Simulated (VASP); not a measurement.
Write the native input for VASP 6.6.1 that does the following.

- Task: single point
- Functional: PBE
- Potentials or basis: VASP PAW PBE potentials, release 64 (Cs_sv, Sb, S, I)
- Cutoff: 520 eV
- k mesh: 2 × 2 × 4
- Occupations: gaussian, width 0.1 eV
- Spin: no spin polarisation
- Dipole correction: no
- Further INCAR settings: ALGO = Normal; EDIFF = 1e-06; NBANDS = 25

The structure of CsSbSI2 lies in POSCAR:

```
CsSbSI2
1.0
    6.3427034832      0.0000000000      0.0000000000
    0.0000000000      6.3427034832      0.0000000000
    0.0000000000      0.0000000000      5.1019379580
Cs Sb S I
1 1 1 2
Direct
    0.0000000000      0.0000000000      0.0000000000
    0.5000000000      0.5000000000      0.5000000000
    0.5000000000      0.5000000000      0.0000000000
    0.0000000000      0.5000000000      0.5000000000
    0.5000000000      0.0000000000      0.5000000000
```

The input as run:

INCAR

```
PREC = Accurate ; ENCUT = 520
EDIFF = 1E-6 ; ISMEAR = 0
SIGMA = 0.1 ; LREAL = F
LASPH = T ; NELM = 100
ALGO = Normal ; ISIF = 2
LWAVE = F ; LCHARG = F
GGA = PE ; NBANDS = 25
```

KPOINTS

```
Automatic mesh
0
Gamma
  2 2 4
```

Potentials or basis: VASP PAW PBE potentials, release 64 (Cs_sv, Sb, S, I).

Command:

```console
$ cat potpaw_PBE.64/Cs_sv/POTCAR potpaw_PBE.64/Sb/POTCAR potpaw_PBE.64/S/POTCAR potpaw_PBE.64/I/POTCAR > POTCAR
$ mpirun -np 1 vasp_std > vasp.out
```

It gave:

| Quantity | Value |
| --- | --- |
| Pressure | -0.1 GPa |
| Band gap on the k mesh | zero (band 17 reaches 2.41 eV, above the bottom of band 18 at 1.96 eV) |

Caveat: the k points lie up to 0.50 Å⁻¹ apart; spin-orbit coupling is left out, which moves the levels of the heavy elements.

Wall time 89 s on 1 thread of Intel Xeon 6975P-C, on a shared host, peak memory 0.31 GiB.
